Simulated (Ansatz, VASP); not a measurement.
One calculation of ZnS, two programs

```
Zn S
1.0
     5.38903    0.00000    0.00000
     0.00000    2.69451   -2.69451
     0.00000    8.79065    8.79065
Zn S
6 6
Direct
  0.00000 0.00000 0.22988
  0.50000 0.50000 0.38314
  0.00000 0.00000 0.53640
  0.50000 0.50000 0.68966
  0.00000 0.00000 0.84292
  0.50000 0.50000 0.07661
  0.75000 0.00000 0.38314
  0.25000 0.50000 0.53640
  0.75000 0.00000 0.68966
  0.25000 0.50000 0.84292
  0.75000 0.00000 0.07661
  0.25000 0.50000 0.22988
```

Alike in both runs: task single point; functional r2SCAN; k mesh 4 × 6 × 2; occupations gaussian, width 0.05 eV; no spin polarisation.

|  | VASP | Ansatz |
| --- | --- | --- |
| version | VASP 6.6.1 | Ansatz 0.2.0 |
| potentials or method | VASP PAW PBE potentials, release 64 (Zn, S), cutoff 520 eV | scalar-relativistic, plane waves, PAW |
| valence electrons in the cell | 108 | 108 |

|  | VASP | Ansatz | Ansatz less VASP |
| --- | --- | --- | --- |
| gap on the k mesh at the Fermi level (eV) | 2.17 | 2.17 | 0.000 |
| least direct gap on the mesh (eV) | 2.17 | 2.17 | 0.000 |
| pressure (GPa) | -1.9 | -1.9 | -0.06 |
| traceless stress, the component that is largest in VASP (GPa) | -1.09 | -1.06 | +0.034 |
| rms of the force components (eV/Å) | 0.331 | 0.328 | -0.0024 |

VASP's potentials were made for PBE, not for r2SCAN. Atom by atom the forces differ by 0.004 eV/Å (rms over components). The functional is the same, so the differences come from potentials, cutoffs and numerics.
